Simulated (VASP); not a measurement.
Runs of VASP 6.6.1 on H. It takes space group Cmce (No. 64, orthorhombic). Conventional cell: a = 5.247 Å, b = 5.134 Å, c = 4.142 Å, α = 90.00°, β = 90.00°, γ = 90.00°. H (site symmetry m) has 1 H at 0.74 Å within 1.0 Å. 

```csv
k mesh,gap on the mesh (eV),pressure (GPa),largest force (eV/Å)
2 × 2 × 2,10.10,(b),(a)
4 × 4 × 4,10.10,-0.2,0.03
6 × 6 × 4,10.10,-0.2,0.03
1 × 1 × 1,12.49,-3.8,0.47
8 × 8 × 6,10.10,-0.2,0.03
```

Alike in all rows: task single point; level r2SCAN; potentials or basis VASP PAW PBE potentials, release 64 (H); no spin polarisation; cell as given; cutoff (eV) 520; smearing gaussian 0.02 eV.

Task: Fill in the values left out.

Result: (a) 0.04; (b) -0.1.

Caveats: some runs use coarse meshes; the PAW data sets were made with another functional, which shifts forces and pressure a little.

A k mesh can miss the band edges.
